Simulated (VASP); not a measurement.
# BaTe (P4mm) in VASP: a series of runs

Runs on BaTe. Level: PBE. Tasks: single point.

All numbers are computed with VASP 6.6.1; they aren't measurements. Logs are shortened: lines on timing, memory, paths and dates and some standing lists are left out, and cuts for length are marked.

## 1. The cell of the first run

The structure is tetragonal, space group P4mm (No. 99). Conventional cell: a = 4.262 Å, b = 4.262 Å, c = 4.262 Å, α = 90.00°, β = 90.00°, γ = 90.00°. Ba (site symmetry 4mm) has 8 Te at 3.62 to 3.76 Å and 6 Ba at 4.26 Å within 4.8 Å. Te (site symmetry 4mm) has 8 Ba at 3.62 to 3.76 Å and 6 Te at 4.26 Å within 4.8 Å.

## 2. Single point, PBE (all Ba atoms moved +0.125 Å, as atom 1 along Cartesian [0 1 0])

File INCAR:

```
  PREC = Accurate
  ENCUT = 520
  EDIFF = 1E-7
  ISMEAR = 0
  SIGMA = 0.05
  LREAL = False
  LASPH = True
  NELM = 100
  ALGO = Normal
  ISIF = 2
  LWAVE = False
  LCHARG = False
  GGA = PE
  NBANDS = 15
```

File KPOINTS:

```
Automatic mesh
0
Gamma
  6 6 6
```

File POSCAR:

```
BaTe
1.0
    4.2624660000      0.0000000000      0.0000000000
    0.0000000000      4.2624660000      0.0000000000
    0.0000000000      0.0000000000      4.2624660000
Ba Te
1 1
Direct
    0.0000000000      0.0293257471      0.0000000000
    0.5000000000      0.5000000000      0.5000000000
```

Potentials or basis: VASP PAW PBE potentials, release 64 (Ba_sv, Te).

On the command line:

```
> cat potpaw_PBE.64/Ba_sv/POTCAR potpaw_PBE.64/Te/POTCAR > POTCAR
> mpirun -np 1 vasp_std > vasp.out
```

OUTCAR:

```text
PREC = Accurate
   ENCUT = 520
   EDIFF = 1E-7
   ISMEAR = 0
   LREAL = False
   LASPH = True
   NELM = 100
   ISIF = 2
   GGA = PE

 ion  position               nearest neighbor table
   1  0.000  0.029  0.000-   2 3.62   2 3.62   2 3.62   2 3.62   2 3.76   2 3.76   2 3.76   2 3.76

   2  0.500  0.500  0.500-   1 3.62   1 3.62   1 3.62   1 3.62   1 3.76   1 3.76   1 3.76   1 3.76

  LATTYP: Found a simple cubic cell.
 ALAT       =     4.2624660000

  Lattice vectors:

 A1 = (   4.2624660000,   0.0000000000,   0.0000000000)
 A2 = (   0.0000000000,   4.2624660000,   0.0000000000)
 A3 = (   0.0000000000,   0.0000000000,   4.2624660000)

Analysis of symmetry for initial positions (statically):
=====================================================================
 Subroutine PRICEL returns:
 Original cell was already a primitive cell.

 Routine SETGRP: Setting up the symmetry group for a
 simple cubic supercell.

 Subroutine GETGRP returns: Found  8 space group operations
 (whereof  8 operations were pure point group operations)
 out of a pool of 48 trial point group operations.

The static configuration has the point symmetry C_4v.

Analysis of symmetry for dynamics (positions and initial velocities):
=====================================================================
 Subroutine PRICEL returns:
 Original cell was already a primitive cell.

 Routine SETGRP: Setting up the symmetry group for a
 simple cubic supercell.

 Subroutine GETGRP returns: Found  8 space group operations
 (whereof  8 operations were pure point group operations)
 out of a pool of 48 trial point group operations.

The dynamic configuration has the point symmetry C_4v.

 Subroutine INISYM returns: Found  8 space group operations
 (whereof  8 operations are pure point group operations),
 and found     1 'primitive' translations

----------------------------------------------------------------------------------------

                                     Primitive cell

  volume of cell :      77.4431

  direct lattice vectors                    reciprocal lattice vectors
     4.262466000  0.000000000  0.000000000     0.234605977  0.000000000  0.000000000
     0.000000000  4.262466000  0.000000000     0.000000000  0.234605977  0.000000000
     0.000000000  0.000000000  4.262466000     0.000000000  0.000000000  0.234605977

  length of vectors
     4.262466000  4.262466000  4.262466000     0.234605977  0.234605977  0.234605977

  position of ions in fractional coordinates (direct lattice)
     0.000000000  0.029325747  0.000000000
     0.500000000  0.500000000  0.500000000

  ion indices of the primitive-cell ions
   primitive index   ion index
                 1           1
                 2           2

----------------------------------------------------------------------------------------

 KPOINTS: Automatic mesh

Automatic generation of k-mesh.
 Grid dimensions read from file:
 generate k-points for:    6    6    6

 Generating k-lattice:

  Cartesian coordinates                     Fractional coordinates (reciprocal lattice)
     0.039100996  0.000000000  0.000000000     0.166666667  0.000000000  0.000000000
     0.000000000  0.039100996  0.000000000     0.000000000  0.166666667  0.000000000
     0.000000000  0.000000000  0.039100996     0.000000000  0.000000000  0.166666667

  Length of vectors
     0.039100996  0.039100996  0.039100996

  Shift w.r.t. Gamma in fractional coordinates (k-lattice)
     0.000000000  0.000000000  0.000000000

 Subroutine IBZKPT returns following result:
 ===========================================

 Found     40 irreducible k-points:

 Following reciprocal coordinates:
            Coordinates               Weight
  0.000000  0.000000  0.000000      1.000000
  0.166667  0.000000  0.000000      4.000000
  0.000000  0.166667  0.000000      2.000000
  0.333333  0.000000  0.000000      4.000000
  0.000000  0.333333  0.000000      2.000000
  0.500000  0.000000  0.000000      2.000000
[... 16 lines left out ...]
  0.166667  0.166667  0.166667      8.000000
  0.333333  0.166667  0.166667     16.000000
 [... further k-points ...]
   k-points           NKPTS =     40   k-points in BZ     NKDIM =     40   number of bands    NBANDS=     15
   number of dos      NEDOS =    301   number of ions     NIONS =      2
   total plane-waves  NPLWV =  32768
   dimension x,y,z NGX =    32 NGY =   32 NGZ =   32
   dimension x,y,z NGXF=    64 NGYF=   64 NGZF=   64
   ions per type =               1   1
   NGX,Y,Z   is equivalent  to a cutoff of  12.48, 12.48, 12.48 a.u.
   NGXF,Y,Z  is equivalent  to a cutoff of  24.96, 24.96, 24.96 a.u.
 SYSTEM =  unknown system
   PREC   = accura    normal or accurate (medium, high low for compatibility)
   ISTART =      0    job   : 0-new  1-cont  2-samecut
   ICHARG =      2    charge: 1-file 2-atom 10-const
   ISPIN  =      1    spin polarized calculation?
   LNONCOLLINEAR =      F non collinear calculations
   LSORBIT =      F    spin-orbit coupling
   LASPH  =      T    aspherical Exc in radial PAW
   ENCUT  =  520.0 eV  38.22 Ry    6.18 a.u.   7.93  7.93  7.93*2*pi/ulx,y,z
   NELM   =    100;   NELMIN=  2; NELMDL= -5     # of ELM steps
   EDIFF  = 0.1E-06   stopping-criterion for ELM
   LREAL  =      F    real-space projection
   EDIFFG = 0.1E-05   stopping-criterion for IOM
   NSW    =      0    number of steps for IOM
   IBRION =     -1    ionic relax: 0-MD 1-quasi-New 2-CG
   NFREE  =      0    steps in history (QN), initial steepest desc. (CG)
   ISIF   =      2    stress and relaxation
   ISYM   =      2    0-nonsym 1-usesym 2-fastsym
   POTIM  = 0.5000    time-step for ionic-motion
   TEBEG  =    0.0;   TEEND  =   0.0 temperature during run
   PSTRESS=    0.0 pullay stress
   NELECT =      16.0000    total number of electrons
   NUPDOWN=      -1.0000    fix difference up-down
   EMIN   =  10.00;   EMAX   =-10.00  energy-range for DOS
   EFERMI =   0.00;   METHOD = LEGACY
   ISMEAR =     0;   SIGMA  =   0.05  broadening in eV -4-tet -1-fermi 0-gaus
   EFERMI_NEDOS =   21; number of points for ismear=-14 and -15
   IALGO  =     38    algorithm
   IMIX   =      4    mixing-type and parameters
     AMIX     =   0.40;   BMIX     =  1.00
     AMIX_MAG =   1.60;   BMIX_MAG =  1.00
  volume/ion in A,a.u.               =      38.72       261.31
  Fermi-wavevector in a.u.,A,eV,Ry     =   0.967804  1.828884 12.743813  0.936644
  Thomas-Fermi vector in A             =   2.097720
   LORBIT       =      0    0 simple, 1 ext, 2 COOP (PROOUT), +10 PAW based schemes
   GGA     = PE    functional components
   LHFCALC =     F    Hartree Fock is set to
   AEXX    =    0.0000 exact exchange contribution
   IVDW    =     0    specifies the selected vdW correction
   LEPSILON=     F    determine dielectric tensor
   LRPA    =     F    only Hartree local field effects (RPA)
 non-spin polarized calculation
 Gauss-broadening in eV      SIGMA  =   0.05
  energy-cutoff  :      520.00
  volume of cell :       77.44
 maximum number of plane-waves:      2176
 NGX is ok and might be reduce to    32
   NGX = 15   NGY = 15   NGZ = 15

 number of electron      16.0000000 magnetization

 Free energy of the ion-electron system (eV)
  ---------------------------------------------------
  ext. energy  EPLUGINS =         0.00000000
  ---------------------------------------------------
  free energy    TOTEN  =        -8.28148892 eV

  energy without entropy =       -8.28148892  energy(sigma->0) =       -8.28148892

 E-fermi :   4.1033     XC(G=0):  -8.7802

 val. band max:        3.7940264050   @ k =   0.5000   0.0000   0.5000
 cond. band min:       4.5925354416   @ k =   0.0000   0.0000   0.0000
 fundamental gap:      0.7985090366
 Fermi energy:         4.1033424993

 k-point     1 :       0.0000    0.0000    0.0000
  band No.  band energies     occupation
      1     -24.3135      2.00000
      2      -9.3530      2.00000
      3      -9.3479      2.00000
      4      -9.3479      2.00000
      5      -6.5575      2.00000
      6       3.3613      2.00000
      7       3.4266      2.00000
      8       3.4266      2.00000
      9       4.5925      0.00000
     10       4.6945      0.00000
     11       6.1700      0.00000
     12       8.3342      0.00000
     13       8.3579      0.00000
     14       8.3579      0.00000
     15      12.1700      0.00000

 k-point     2 :       0.1667    0.0000    0.0000
  band No.  band energies     occupation
      1     -24.3070      2.00000
      2      -9.5036      2.00000
      3      -9.3392      2.00000
      4      -9.3354      2.00000
      5      -6.3697      2.00000
      6       2.2534      2.00000
      7       3.2784      2.00000
      8       3.2983      2.00000
      9       4.7916      0.00000
     10       5.4437      0.00000
     11       7.1824      0.00000
     12       8.3703      0.00000
     13       8.4667      0.00000
     14       8.5248      0.00000
     15      10.8149      0.00000

 k-point     3 :       0.0000    0.1667    0.0000
  band No.  band energies     occupation
      1     -24.3071      2.00000
      2      -9.5058      2.00000
      3      -9.3356      2.00000
      4      -9.3356      2.00000
      5      -6.3718      2.00000
      6       2.2442      2.00000
      7       3.3024      2.00000
      8       3.3024      2.00000
      9       4.7451      0.00000
     10       5.4677      0.00000
     11       7.2032      0.00000
     12       8.4212      0.00000
     13       8.4625      0.00000
     14       8.4625      0.00000
     15      10.8591      0.00000

 k-point     4 :       0.3333    0.0000    0.0000
  band No.  band energies     occupation
      1     -24.2940      2.00000
      2      -9.7750      2.00000
      3      -9.3138      2.00000
      4      -9.3102      2.00000
      5      -6.0036      2.00000
      6       0.9494      2.00000
      7       3.0487      2.00000
      8       3.0676      2.00000
      9       5.1354      0.00000
     10       7.0313      0.00000
     11       8.5696      0.00000
     12       8.5963      0.00000
     13       8.7621      0.00000
     14       8.9173      0.00000
     15       9.4303      0.00000
[... 307 lines left out ...]
 k-point    22 :       0.5000    0.0000    0.5000
  band No.  band energies     occupation
      1     -24.2629      2.00000
      2      -9.6959      2.00000
      3      -9.6959      2.00000
      4      -9.2641      2.00000
      5      -6.0098      2.00000
      6       1.7657      2.00000
      7       1.7657      2.00000
      8       3.7940      2.00000
      9       4.8002      0.00000
     10       6.3696      0.00000
     11       6.7326      0.00000
     12       6.7326      0.00000
     13       9.9834      0.00000
     14      10.5952      0.00000
     15      11.8736      0.00000

 k-point    23 :       0.1667    0.1667    0.1667
  band No.  band energies     occupation
      1     -24.2944      2.00000
      2      -9.5210      2.00000
      3      -9.4247      2.00000
      4      -9.4238      2.00000
      5      -6.1432      2.00000
      6       2.1570      2.00000
      7       2.5461      2.00000
      8       2.5507      2.00000
      9       5.8980      0.00000
     10       5.9076      0.00000
     11       7.5773      0.00000
     12       8.1304      0.00000
     13       8.1378      0.00000
     14       9.3775      0.00000
     15      11.7190      0.00000

 k-point    24 :       0.3333    0.1667    0.1667
  band No.  band energies     occupation
      1     -24.2817      2.00000
      2      -9.7035      2.00000
      3      -9.4244      2.00000
      4      -9.3957      2.00000
      5      -5.9604      2.00000
      6       1.3168      2.00000
      7       2.3432      2.00000
      8       2.7886      2.00000
      9       5.8415      0.00000
     10       6.8338      0.00000
     11       7.3642      0.00000
     12       8.2550      0.00000
     13       8.8456      0.00000
     14       9.2505      0.00000
     15      10.7909      0.00000

 [... further k-points ...]

------------------------ aborting loop because EDIFF is reached ----------------------------------------

  FORCE on cell =-STRESS in cart. coord.  units (eV):
  Direction    XX          YY          ZZ          XY          YZ          ZX
  --------------------------------------------------------------------------------------
  -------------------------------------------------------------------------------------
  Total        0.0857949      0.0719344      0.0857949     -0.0000000      0.0000000     -0.0000000
  in kB        1.7749621      1.4882099      1.7749621     -0.0000000      0.0000000     -0.0000000
  external PRESSURE =       1.6793780 kB  Pullay stress =       0.0000000 kB

 VOLUME and BASIS-vectors are now :
 -----------------------------------------------------------------------------
  energy-cutoff  :      520.00
  volume of cell :       77.44
      direct lattice vectors                 reciprocal lattice vectors
     4.262466000  0.000000000  0.000000000     0.234605977  0.000000000  0.000000000
     0.000000000  4.262466000  0.000000000     0.000000000  0.234605977  0.000000000
     0.000000000  0.000000000  4.262466000     0.000000000  0.000000000  0.234605977

 POSITION                                       TOTAL-FORCE (eV/Angst)
 -----------------------------------------------------------------------------------
      0.00000      0.12500      0.00000         0.000000     -0.116876     -0.000000
      2.13123      2.13123      2.13123         0.000000      0.116876      0.000000
 -----------------------------------------------------------------------------------
    total drift:                                0.000000      0.000184     -0.000000

  FREE ENERGIE OF THE ION-ELECTRON SYSTEM (eV)
  ---------------------------------------------------
  free  energy   TOTEN  =        -8.2814889162 eV

  energy  without entropy=       -8.2814889162  energy(sigma->0) =       -8.28148892
```

Wall time 24 s (1 thread of Intel Xeon Platinum 8259CL at 2.50GHz (Skylake/Cascade Lake), shared host); peak memory 0.2 GiB.

What came out:

```yaml
Free_energy: -8.2815 eV
Pressure: 0.2 GPa
Largest_force: 0.117 eV/Å
Band_gap_on_the_k_mesh: 0.80 eV, indirect (least direct gap 1.01 eV)
```

Forces in eV/Å, atoms in the order of the input:
```
Ba   0.000 -0.117  0.000
Te   0.000  0.117  0.000
```

Levels at points of the mesh, in eV from the valence-band top:
| k point | band 4 | band 5 | band 6 | band 7 | band 8 | band 9 | band 10 | band 11 | band 12 | band 13 |
| --- | --- | --- | --- | --- | --- | --- | --- | --- | --- | --- |
| (0.00, 0.00, 0.00) | -13.14 | -10.35 | -0.43 | -0.37 | -0.37 | 0.80 | 0.90 | 2.38 | 4.54 | 4.56 |
| (0.50, 0.00, 0.00) | -13.09 | -9.61 | -3.36 | -0.87 | -0.84 | 1.59 | 4.63 | 4.91 | 4.94 | 4.94 |
| (0.00, 0.50, 0.00) | -13.09 | -9.62 | -3.36 | -0.85 | -0.85 | 1.59 | 4.87 | 4.91 | 4.93 | 5.00 |
| (0.50, 0.50, 0.00) | -13.05 | -9.79 | -2.04 | -2.03 | -0.01 | 1.01 | 2.53 | 2.93 | 2.96 | 6.18 |
| (0.50, 0.00, 0.50) | -13.06 | -9.80 | -2.03 | -2.03 | 0.00 | 1.01 | 2.58 | 2.94 | 2.94 | 6.19 |
| (0.50, 0.50, 0.50) | -13.41 | -9.43 | -2.87 | -2.87 | -2.87 | 4.71 | 4.71 | 4.76 | 6.29 | 6.33 |

Caveat: the cell differs from its parent crystal (all Ba atoms moved +0.125 Å, as atom 1 along Cartesian [0 1 0]); spin-orbit coupling is left out, which moves the levels of the heavy elements. A k mesh can miss the band edges.

[end of part 1 of 2]
